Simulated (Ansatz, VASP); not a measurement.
Rh: VASP beside Ansatz

File INCAR:

```
SYSTEM = Rh
PREC = Accurate ; ENCUT = 520
EDIFF = 1E-7 ; ISMEAR = -1
SIGMA = 0.1 ; LREAL = .FALSE.
LASPH = .TRUE. ; NELM = 100
ALGO = Normal ; ISIF = 2
LWAVE = .FALSE. ; LCHARG = .FALSE.
GGA = B5 ; ALDAX = 1.0
AGGAX = 1.0 ; AGGAC = 1.0
ALDAC = 0.0 ; NBANDS = 22
```

File KPOINTS:

```
Automatic mesh
0
G
  14 14 13
  0 0 0
```

Contents of POSCAR:

```
Rh
1.0
   -2.6379407509      3.0380217209      1.3042779501
    3.0380217209     -2.6379407509      1.3042779501
    1.8587602976      1.8587602976     -0.5715289207
Rh
2
Direct
    0.0101195011      0.9898804989      0.0000000000
    0.7398804989      0.2601195011      0.5000000000
```

Input for Ansatz:

```yaml
crystal:
  lattice:
    - [-2.6379407509, 3.0380217209, 1.3042779501]
    - [3.0380217209, -2.6379407509, 1.3042779501]
    - [1.8587602976, 1.8587602976, -0.5715289207]
  atoms:
    - { symbol: Rh, position: [0.0101195011, 0.9898804989, 0.0] }
    - { symbol: Rh, position: [0.7398804989, 0.2601195011, 0.5] }
hamiltonian:
  xc: blyp
  pseudopotentials:
    kind: paw
    azcp:
      Rh: "pseudopotentials/Rh.paw.azcp"
basis:
  ecutwfc: 420
  fft_grid_basis: typed
kpoints:
  mp_grid: { grid: [14, 14, 13], shift: [0, 0, 0] }
magnetization:
  spin_polarized: false
scf:
  occupations: { method: fermi_dirac, width: 0.1 }
  lower_state_search: "off"
output:
  stress: true
  write_density: true
  write_potential: true
  elf: true
  volumetric_format: npy
```

Alike in both runs: task single point; functional BLYP; k mesh 14 × 14 × 13; occupations fermi-dirac, width 0.1 eV; no spin polarisation.

```csv
,VASP,Ansatz
version,VASP 6.6.1,Ansatz 0.2.0
potentials or method,"VASP PAW PBE potentials, release 64 (Rh_pv), cutoff 520 eV","plane waves (420 eV) with PAW, scalar-relativistic"
valence electrons in the cell,30,34
```

VASP gave:

| Property | Result |
| --- | --- |
| pressure (GPa) | 20.5 |
| traceless stress, the component that is largest in VASP (GPa) | -2.40 |

Question: Which values does Ansatz return?

Answer: Pressure (GPa): 19.8; traceless stress, the component that is largest in VASP (GPa): -2.27.

VASP's potentials were made for PBE, not for BLYP. VASP's potentials hold 30 valence electrons a cell and Ansatz's 34, so a difference there can come from the potentials and not from the codes.
